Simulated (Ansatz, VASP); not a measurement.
P: VASP beside Ansatz

Contents of INCAR:

```
SYSTEM = P
PREC     = Accurate       ! precision mode
ENCUT    = 500            ! plane-wave cutoff, eV
EDIFF    = 1E-6           ! SCF threshold, eV
ISMEAR   = 0              ! smearing method
SIGMA    = 0.15           ! smearing width, eV
LREAL    = .False.        ! projectors in reciprocal space
LASPH    = .True.         ! aspherical terms in the spheres
NELM     = 120            ! most SCF steps
ALGO     = Normal         ! electronic algorithm
ISIF     = 2              ! what is computed and relaxed
LWAVE    = .False.        ! write WAVECAR
LCHARG   = .False.        ! write CHGCAR
GGA      = PS             ! functional
NBANDS   = 8              ! bands
GGA_COMPAT= .False.
```

File KPOINTS:

```
Automatic mesh
0
Gamma
  12 12 12
  0 0 0
```

POSCAR

```
P
1.0
    4.2729048574      0.0000000000      0.1602339322
    0.0000000000      4.2729048574      0.0000000000
    0.1641750000      0.0000000000      4.3780000000
P
1
Direct
    0.0000000000      0.0000000000      0.0000000000
```

Input for Ansatz:

```yaml
crystal:
  lattice:
    - [4.2729048574, 0.0, 0.1602339322]
    - [0.0, 4.2729048574, 0.0]
    - [0.164175, 0.0, 4.378]
  atoms:
    - { symbol: P, position: [0.0, 0.0, 0.0] }
basis:
  ecutwfc: 420
kpoints:
  mp_grid: { grid: [12, 12, 12] }
hamiltonian:
  xc: pbesol
scf:
  occupations: { method: gaussian, width: 0.15 }
output:
  forces: true
  stress: true
  eigenvalues: true
```

Change from the starting cell: strain +0.0750 x Voigt [0, 0, 0, 0, 1, 0], atoms carried along.

Alike in both runs: task single point; functional PBEsol; k mesh 12 × 12 × 12; occupations gaussian, width 0.15 eV; no spin polarisation.

|  | VASP | Ansatz |
| --- | --- | --- |
| version | VASP 6.6.1 | Ansatz 0.2.0 |
| potentials or method | VASP PAW PBE potentials, release 64 (P), cutoff 500 eV | scalar-relativistic, plane waves, PAW |
| valence electrons in the cell | 5 | 5 |

|  | VASP | Ansatz | Ansatz less VASP |
| --- | --- | --- | --- |
| gap on the k mesh at the Fermi level (eV) | none | none | - |
| pressure (GPa) | -3.9 | -3.8 | +0.01 |
| traceless stress, the component that is largest in VASP (GPa) | 0.28 | 0.28 | 0.000 |

VASP's potentials were made for PBE, not for PBEsol. A gap of «none» marks a metal or a gap that the smearing closes. The functional is the same, so the differences come from potentials, cutoffs and numerics.
